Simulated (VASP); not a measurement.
Write the native input for VASP 6.6.1 that does the following.

```
Task                   : relaxation of cell and atoms
Functional             : r2SCAN
Potentials or basis    : VASP PAW PBE potentials, release 64 (Re)
Cutoff                 : 600 eV
k mesh                 : 7 × 7 × 7
Occupations            : fermi-dirac, width 0.05 eV
Spin                   : no spin polarisation
Dipole correction      : no
Further INCAR settings : ALGO = Normal; EDIFF = 1e-06; IBRION = 2; EDIFFG = -0.02; NSW = 60; ISIF = 3
```

Crystal: Re.

```
Re
1.0
     2.53000    0.00000    0.00000
     0.00000    2.53000    0.00000
     0.00000    0.00000    2.53000
Re
1
Cartesian
  0.0000 0.0000 0.0000
```

These files were run (other wordings do the same):

POSCAR

```
Re
1.0
    2.5300000000      0.0000000000      0.0000000000
    0.0000000000      2.5300000000      0.0000000000
    0.0000000000      0.0000000000      2.5300000000
Re
1
Direct
    0.0000000000      0.0000000000      0.0000000000
```

INCAR.step1

```
SYSTEM = Re
PREC = Accurate
ENCUT = 600
ISMEAR = -1
SIGMA = 0.05
LREAL = .False.
LASPH = .True.
NELM = 100
GGA = PE
ALGO = Normal
EDIFF = 1E-4
LWAVE = .True.
LCHARG = .False.
```

INCAR.step2

```
SYSTEM = Re
PREC = Accurate
ENCUT = 600
EDIFF = 1E-6
ISMEAR = -1
SIGMA = 0.05
LREAL = .False.
LASPH = .True.
NELM = 100
ALGO = Normal
ISIF = 3
LWAVE = .False.
LCHARG = .False.
METAGGA = R2SCAN
LMIXTAU = .True.
IBRION = 2
NSW = 60
EDIFFG = -0.02
ISTART = 1
```

KPOINTS

```
regular mesh
0
Gamma
  7 7 7
  0 0 0
```

Potentials or basis: VASP PAW PBE potentials, release 64 (Re).

Run with:

```bash
$ cat potpaw_PBE.64/Re/POTCAR > POTCAR
$ cp INCAR.step1 INCAR
$ mpirun -np 1 vasp_std > vasp.out
$ cp INCAR.step2 INCAR
$ mpirun -np 1 vasp_std > vasp.out
```

Results of the run:

| Property | Result |
| --- | --- |
| Relaxed volume | 16.94 Å³/atom |
| Relaxed cell | a = 2.568 Å, b = 2.568 Å, c = 2.568 Å, α = 90.00°, β = 90.00°, γ = 90.00° |
| Space group after relaxing (to 0.05 Å) | Pm-3m (No. 221) |
| Energy gained by relaxing | 29.8 meV/atom |
| Ionic steps | 4 |
| Pressure after relaxing | 0.0 GPa |

Caveat: the PAW data sets were made with another functional, which shifts forces and pressure a little.

Wall time 22 s on 1 thread of AMD EPYC 9R45 96-Core Processor (Zen 5) (shared host), peak memory 0.1 GiB.
